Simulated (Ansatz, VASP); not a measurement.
One calculation of NiO, two programs

The input INCAR:

```
SYSTEM = NiO
ALGO = Normal
EDIFF = 1E-6
ENCUT = 520
GGA = PE
GGA_COMPAT = .FALSE.
ISIF = 2
ISMEAR = -1
LASPH = .TRUE.
LCHARG = .TRUE.
LMAXMIX = 4
LORBIT = 11
LORBMOM = .TRUE.
LREAL = .FALSE.
LSORBIT = .TRUE.
LVHAR = .TRUE.
LWAVE = .FALSE.
MAGMOM = 0 0 1.5 0 0 0
NBANDS = 28
NELM = 150
PREC = Accurate
SIGMA = 0.03
```

KPOINTS

```
k-points
0
G
  16 16 16
  0 0 0
```

File POSCAR:

```
NiO
1.0
    0.0000000000      2.1084809203      2.1084809203
    2.1084809203      0.0000000000      2.1084809203
    2.1084809203      2.1084809203      0.0000000000
Ni O
1 1
Direct
    0.0000000000      0.0000000000      0.0000000000
    0.5000000000      0.5000000000      0.5000000000
```

Input for Ansatz:

```yaml
crystal:
  lattice:
    - [0.0, 2.1084809203, 2.1084809203]
    - [2.1084809203, 0.0, 2.1084809203]
    - [2.1084809203, 2.1084809203, 0.0]
  atoms:
    - { symbol: Ni, position: [0.0, 0.0, 0.0], spin: 1.5 }
    - { symbol: O, position: [0.5, 0.5, 0.5] }
magnetization:
  noncollinear: true
  spin_orbit: true
kpoints:
  mp_grid: { grid: [16, 16, 16] }
  band_path:
    path:
      - [0.0, 0.0, 0.0]
      - [0.5, 0.0, 0.5]
      - [0.625, 0.25, 0.625]
      - [0.375, 0.375, 0.75]
      - [0.0, 0.0, 0.0]
      - [0.5, 0.5, 0.5]
      - [0.5, 0.25, 0.75]
      - [0.5, 0.0, 0.5]
    npoints: 5
scf:
  occupations: { method: fermi_dirac, width: 0.03 }
hamiltonian:
  xc: pbe
  pseudopotentials: { kind: all_electron, lapw: { basis_error: 0.001 } }
output:
  forces: true
  stress: true
  eigenvalues: true
```

Alike in both runs: task single point; functional PBE; k mesh 16 × 16 × 16; occupations fermi-dirac, width 0.03 eV; non-collinear spin, spin-orbit coupling.

|  | VASP | Ansatz |
| --- | --- | --- |
| version | VASP 6.6.1 | Ansatz 0.2.0 |
| potentials or method | VASP PAW PBE potentials, release 64 (Ni, O), cutoff 520 eV | all-electron LAPW |

```csv
,VASP,Ansatz,Ansatz less VASP
pressure (GPa),-0.5,0.4,+0.94
net moment per atom (μB),0.88,0.92,+0.035
```

Ansatz ran all-electron here, and VASP with PAW potentials. Ansatz's warnings: stability check not made.
